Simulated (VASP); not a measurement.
**HfC5: single point with PBE**

The system is HfC5.

```
CELL_PARAMETERS angstrom
0.00000 2.99655 2.99655
2.99655 0.00000 2.99655
2.99655 2.99655 0.00000
ATOMIC_POSITIONS crystal
Hf 0.00000 0.00000 0.00000
C 0.75000 0.75000 0.75000
C 0.40838 0.77486 0.40838
C 0.40838 0.40838 0.77486
C 0.40838 0.40838 0.40838
C 0.77486 0.40838 0.40838
```

The cell was built from a structure type or drawn by symmetry, and may not be a known phase.

```json
{"Program": "VASP 6.6.1", "Task": "single point", "Functional": "PBE", "Potentials or basis": "VASP PAW PBE potentials, release 64 (Hf_pv, C)", "Cutoff": "520 eV", "k mesh": "12 × 12 × 12", "Occupations": "gaussian, width 0.1 eV", "Spin": "no spin polarisation", "Dipole correction": "no", "Further INCAR settings": "ALGO = Normal; EDIFF = 1e-06; NBANDS = 24"}
```

```json
{
  "Pressure": "-0.6 GPa",
  "Largest force": "0.155 eV/Å",
  "Band gap on the k mesh": "zero (bands 15 and 16 overlap by 2.02 eV)"
}
```

Forces in eV/Å, atoms in the order of the input:
```
Hf   0.000  0.000  0.000
C    0.000  0.000  0.000
C    0.089 -0.089  0.089
C    0.089  0.089 -0.089
C   -0.089 -0.089 -0.089
C   -0.089  0.089  0.089
```

Levels at points of the mesh, in eV from the Fermi level:
| k point | band 11 | band 12 | band 13 | band 14 | band 15 | band 16 | band 17 | band 18 | band 19 | band 20 |
| --- | --- | --- | --- | --- | --- | --- | --- | --- | --- | --- |
| (0.00, 0.00, 0.00) | -5.15 | -5.15 | -4.25 | -4.25 | 1.18 | 1.18 | 1.18 | 5.89 | 5.89 | 5.89 |
| (0.50, 0.00, 0.00) | -3.74 | -2.16 | -1.45 | -1.45 | -0.84 | -0.84 | 0.33 | 3.96 | 3.96 | 4.37 |
| (0.50, 0.50, 0.00) | -3.37 | -3.09 | -0.73 | -0.73 | -0.28 | -0.28 | 1.80 | 2.84 | 2.84 | 4.46 |

It took 2.2 min on 1 thread of Intel Xeon 8259CL (shared host), peak memory 0.23 GiB.

Caveat: spin-orbit coupling is left out, which moves the levels of the heavy elements.
